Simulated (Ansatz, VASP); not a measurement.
# TiSe: VASP beside Ansatz

INCAR

```
SYSTEM = TiSe
PREC = Accurate
ENCUT = 600
EDIFF = 1E-6
ISMEAR = -1
SIGMA = 0.1
LREAL = .False.
LASPH = .True.
NELM = 100
ALGO = Normal
ISIF = 3
LWAVE = .False.
LCHARG = .False.
GGA = PS
IVDW = 12
IBRION = 2
NSW = 80
EDIFFG = -0.01
```

Contents of KPOINTS:

```
regular mesh
0
Gamma
  9 9 4
  0 0 0
```

POSCAR

```
TiSe
1.0
    3.5590000000      0.0000000000      0.0000000000
   -1.7795000000      3.0821800000      0.0000000000
    0.0000000000      0.0000000000      6.2200000000
Ti Se
2 2
Direct
    0.0000000000      0.0000000000      0.0000000000
    0.0000000000      0.0000000000      0.5000000000
    0.3333333333      0.6666666667      0.2500000000
    0.6666666667      0.3333333333      0.7500000000
```

Input for Ansatz:

```yaml
crystal:
  lattice:
    - [3.559, 0.0, 0.0]
    - [-1.7795, 3.08218, 0.0]
    - [0.0, 0.0, 6.22]
  atoms:
    - { symbol: Ti, position: [0.0, 0.0, 0.0] }
    - { symbol: Ti, position: [0.0, 0.0, 0.5] }
    - { symbol: Se, position: [0.3333333333333333, 0.6666666666666666, 0.25] }
    - { symbol: Se, position: [0.6666666666666666, 0.3333333333333333, 0.75] }
basis:
  ecutwfc: 420.0
  xc_grid: 3
kpoints:
  mp_grid:
    grid: [9, 9, 4]
hamiltonian:
  xc: pbesol
  dispersion: d3bj
scf:
  max_iter: 100
  convergence:
    dr2_threshold: 1.0e-06
  occupations:
    method: fermi_dirac
relax:
  cell: {}
```

Alike in both runs: task relaxation of cell and atoms; functional PBEsol; dispersion D3(BJ); k mesh 9 × 9 × 4; no spin polarisation.

```csv
,VASP,Ansatz
version,VASP 6.6.1,Ansatz 0.2.0
potentials or method,"VASP PAW PBE potentials, release 64 (Ti_sv, Se), cutoff 600 eV","plane waves, PAW"
occupations,"fermi-dirac, width 0.1 eV",fermi-dirac
valence electrons in the cell,36,56
```

```tsv
	VASP	Ansatz	Ansatz less VASP
relaxed volume (Å³/atom)	15.87	15.82	-0.048
relaxed cell length with the largest relative difference (Å)	3.310	3.305	-0.0051
```

VASP's potentials were made for PBE, not for PBEsol. VASP's potentials hold 36 valence electrons a cell and Ansatz's 56, so a difference there can come from the potentials and not from the codes. Ansatz's warnings: force scf threshold loose, stress scf threshold loose.
